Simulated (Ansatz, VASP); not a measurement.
# AlP: VASP beside Ansatz

File INCAR:

```
SYSTEM = AlP
  PREC = Accurate
  ENCUT = 500
  EDIFF = 1E-6
  ISMEAR = 0
  SIGMA = 0.1
  LREAL = .False.
  LASPH = .True.
  NELM = 120
  ALGO = Normal
  ISIF = 2
  LWAVE = .False.
  LCHARG = .False.
  GGA = PE
  NBANDS = 11
  GGA_COMPAT = .False.
```

File KPOINTS:

```
Automatic mesh
0
Gamma
  2 2 2
  0 0 0
```

The input POSCAR:

```
AlP
1.0
    0.0000000000      2.7364837130      2.7364837130
    2.7364837130      0.0000000000      2.7364837130
    2.7364837130      2.7364837130      0.0000000000
Al P
1 1
Direct
    0.0000000000      0.0000000000      0.0000000000
    0.7500000000      0.7500000000      0.7500000000
```

Input for Ansatz:

```yaml
crystal:
  lattice:
    - [0.0, 2.736483713, 2.736483713]
    - [2.736483713, 0.0, 2.736483713]
    - [2.736483713, 2.736483713, 0.0]
  atoms:
    - { symbol: Al, position: [0.0, 0.0, 0.0] }
    - { symbol: P, position: [0.75, 0.75, 0.75] }
basis:
  ecutwfc: 420
kpoints:
  mp_grid: { grid: [2, 2, 2] }
hamiltonian:
  xc: pbe
scf:
  occupations: { method: gaussian, width: 0.1 }
  max_iter: 63
output:
  forces: true
  stress: true
  eigenvalues: true
```

Alike in both runs: task single point; functional PBE; k mesh 2 × 2 × 2; occupations gaussian, width 0.1 eV; no spin polarisation.

```csv
,VASP,Ansatz
version,VASP 6.6.1,Ansatz 0.2.0
potentials or method,"VASP PAW PBE potentials, release 64 (Al, P), cutoff 500 eV","scalar-relativistic, plane waves, PAW"
valence electrons in the cell,8,8
```

|  | VASP | Ansatz | Ansatz less VASP |
| --- | --- | --- | --- |
| gap on the k mesh at the Fermi level (eV) | 1.39 | 1.40 | +0.004 |
| least direct gap on the mesh (eV) | 3.21 | 3.21 | +0.003 |
| pressure (GPa) | 7.5 | 7.6 | +0.08 |

The k mesh is coarse, so the values compare programs but aren't converged.
